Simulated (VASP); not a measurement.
Se, 1 atom in the cell. It takes space group Im-3m (No. 229, cubic). The conventional cell has a = 3.520 Å, b = 3.520 Å, c = 3.520 Å, α = 90.00°, β = 90.00°, γ = 90.00°. Within 4.0 Å of Se (site symmetry m-3m) lie 14 Se at 3.05 to 3.52 Å. 

```yaml
Program: VASP 6.6.1
Task: relaxation of cell and atoms
Functional: r2SCAN
Potentials_or_basis: VASP PAW PBE potentials, release 64 (Se)
Cutoff: 600 eV
k_mesh: 13 × 13 × 13
Occupations: fermi-dirac, width 0.1 eV
Spin: no spin polarisation
Dipole_correction: no
Further_INCAR_settings: ALGO = Normal; EDIFF = 1e-06; IBRION = 2; EDIFFG = -0.01; NSW = 80; ISIF = 3
```

Potentials or basis: VASP PAW PBE potentials, release 64 (Se).

The run is started by

```console
$ cat potpaw_PBE.64/Se/POTCAR > POTCAR
$ cp INCAR.step1 INCAR
$ mpirun -np 1 vasp_std > vasp.out
$ cp INCAR.step2 INCAR
$ mpirun -np 1 vasp_std > vasp.out
```

Hardware: 1 thread of Intel Xeon 6975P-C, with other jobs on the host.

Question: How long does it take, and how much memory?

Answer: It took 74 s on 1 thread of Intel Xeon 6975P-C, on a shared host, peak memory 0.15 GiB. Counts: k points 84, ion steps 3.
